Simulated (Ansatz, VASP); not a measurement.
LiH: VASP beside Ansatz

File POSCAR:

```
LiH
1.0
    2.5016587118      0.0000000000      0.0000000000
    0.0000000000      2.5016587118      0.0000000000
    0.0000000000      0.0000000000      2.5016587118
Li H
1 1
Direct
    0.0000000000      0.0000000000      0.0000000000
    0.5000000000      0.5000000000      0.5000000000
```

File INCAR.step1:

```
SYSTEM = LiH
PREC = Accurate
ENCUT = 520
EDIFF = 1E-5
ISMEAR = 0
SIGMA = 0.01
LREAL = .FALSE.
LASPH = .TRUE.
NELM = 80
ALGO = Normal
ISIF = 2
LWAVE = .TRUE.
LCHARG = .FALSE.
GGA = PE
NBANDS = 9
```

File INCAR.step2:

```
SYSTEM = LiH
PREC = Accurate
ENCUT = 520
EDIFF = 1E-6
ISMEAR = 0
SIGMA = 0.01
LREAL = .FALSE.
LASPH = .TRUE.
NELM = 80
ALGO = Normal
ISIF = 2
LWAVE = .FALSE.
LCHARG = .FALSE.
GGA = PE
LHFCALC = .TRUE.
AEXX = 0.1
HFSCREEN = 0.2078
PRECFOCK = Normal
ISTART = 1
NBANDS = 9
```

Contents of KPOINTS:

```
regular mesh
0
G
  4 4 4
  0 0 0
```

Input for Ansatz:

```yaml
crystal:
  lattice:
    - [2.5016587118, 0.0, 0.0]
    - [0.0, 2.5016587118, 0.0]
    - [0.0, 0.0, 2.5016587118]
  atoms:
    - { symbol: Li, position: [0.0, 0.0, 0.0] }
    - { symbol: H, position: [0.5, 0.5, 0.5] }
kpoints:
  mp_grid: { grid: [4, 4, 4] }
hamiltonian:
  xc:
    exchange: pbe
    correlation: pbe
    exx: { coeff: 0.1, omega: 0.2078 }
scf:
  occupations: { method: fixed }
  n_extra_bands: 4
output:
  forces: true
  stress: true
  eigenvalues: true
```

Alike in both runs: task single point; functional PBE-based screened hybrid; k mesh 4 × 4 × 4; no spin polarisation.

|  | VASP | Ansatz |
| --- | --- | --- |
| version | VASP 6.6.1 | Ansatz 0.2.0 |
| potentials or method | VASP PAW PBE potentials, release 64 (Li_sv, H) | plane waves |
| plane-wave cutoff (eV) | 520 | 420 |
| occupations | gaussian, width 0.01 eV | fixed |
| valence electrons in the cell | 4 | 4 |

VASP gave:

- gap on the k mesh at the Fermi level (eV): 0.98

Question: Estimate Ansatz's values.

Answer: gap on the k mesh at the Fermi level (eV): 0.94.

VASP's potentials were made for PBE, not for PBE-based screened hybrid. Ansatz's warnings: stress exchange threshold loose, stress scf threshold loose.

The k mesh is coarse, so the values compare programs but aren't converged. Noted on VASP's run: the cutoff is short for stress, so the pressure is rough.
